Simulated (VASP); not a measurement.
## Se: single point with PBE

Crystal: Se.

```
Se
1.0
     0.00000    2.81084    2.81084
     2.81084    0.00000    2.81084
     2.81084    2.81084    0.00000
Se
2
Direct
  0.87500 0.87500 0.87500
  0.12500 0.12500 0.12500
```

This cell differs from its parent crystal: volume scaled by 0.7.

* Program: VASP 6.6.1
* Task: single point
* Functional: PBE
* Potentials or basis: VASP PAW PBE potentials, release 64 (Se)
* Cutoff: 520 eV
* k mesh: 11 × 11 × 11
* Occupations: fermi-dirac, width 0.1 eV
* Spin: no spin polarisation
* Dipole correction: no
* Further INCAR settings: ALGO = Normal; EDIFF = 1e-06; NBANDS = 13

```json
{
 "Pressure": "28.5 GPa",
 "Band gap on the k mesh": "zero (band 6 reaches 6.20 eV, above the bottom of band 7 at 4.20 eV)"
}
```

Levels at points of the mesh, in eV from the Fermi level:
| k point | band 4 | band 5 | band 6 | band 7 | band 8 | band 9 |
| --- | --- | --- | --- | --- | --- | --- |
| (0.00, 0.00, 0.00) | -4.75 | -4.75 | -1.36 | -1.36 | -1.36 | 4.33 |

Run time: 12 s on 1 thread of Intel(R) Xeon(R) 6975P-C (Granite Rapids) (shared host), peak memory 0.17 GiB.
